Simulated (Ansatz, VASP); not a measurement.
One calculation of GaSb3, two programs

```xyz
4
Lattice="0.0000 3.7306 3.7306 3.7306 0.0000 3.7306 3.7306 3.7306 0.0000" Properties=species:S:1:pos:R:3 pbc="T T T"
Ga    0.0000    0.0000    0.0000
Sb    1.8653    1.8653    1.8653
Sb    5.5959    5.5959    5.5959
Sb    3.7306    3.7306    3.7306
```

Alike in both runs: task relaxation of cell and atoms; functional r2SCAN; k mesh 12 × 12 × 12; occupations gaussian, width 0.1 eV; no spin polarisation.

|  | VASP | Ansatz |
| --- | --- | --- |
| version | VASP 6.6.1 | Ansatz 0.2.0 |
| potentials or method | VASP PAW PBE potentials, release 64 (Ga_d, Sb), cutoff 600 eV | scalar-relativistic, plane waves, PAW |
| valence electrons in the cell | 28 | 58 |

```csv
,VASP,Ansatz,Ansatz less VASP
"gap on the k mesh at the Fermi level, each at its own relaxed structure (eV)",none,none,-
relaxed volume (Å³/atom),25.27,25.31,+0.036
relaxed length of the cell vector where the two differ most in proportion (Å),5.229,5.231,+0.0024
```

VASP's potentials were made for PBE, not for r2SCAN. A gap of «none» marks a metal or a gap that the smearing closes. VASP's potentials hold 28 valence electrons a cell and Ansatz's 58, so a difference there can come from the potentials and not from the codes.

Neither program's run includes spin-orbit coupling. Noted on VASP's run: too few bands were computed for a metal, which touches its energy and stress.
